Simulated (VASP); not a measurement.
Ni:

```
Ni
1.0
     0.00000    1.76200    1.76200
     1.76200    0.00000    1.76200
     1.76200    1.76200    0.00000
Ni
1
Direct
  0.00000 0.00000 0.00000
```

```yaml
Program: VASP 6.6.1
Task: relaxation of volume and atoms at fixed shape
Functional: PBEsol
Potentials_or_basis: VASP PAW PBE potentials, release 64 (Ni)
Cutoff: 600 eV
k_mesh: 18 × 18 × 18
Occupations: methfessel-paxton, width 0.1 eV
Spin: collinear spin, ferromagnetic start
Starting_moments: "[0.65] μB"
```

At the start: pressure -10.9 GPa; volume 10.94 Å³/atom.

Question: Where does the relaxation end?

Answer: Over 3 steps the energy falls by 20.5 meV/atom and the volume is 10.37 Å³/atom (-5.2 %); space group Fm-3m (No. 225, to 0.1 Å) before and after; moment 0.61 μB per cell.

Step by step:
```csv
step,energy change (eV),largest force (eV/Å),pressure (GPa),volume (Å³)
1,0.0000,0.0000,-10.85,10.94
2,0.0034,0.0000,14.55,9.81
3,-0.0205,0.0000,-0.14,10.37
```

Final structure:
```
Ni
1.0
     0.00000    1.73092    1.73092
     1.73092    0.00000    1.73092
     1.73092    1.73092    0.00000
Ni
1
Direct
  0.00000 0.00000 0.00000
```

Caveat: the PAW data sets were made with another functional, which shifts forces and pressure a little.
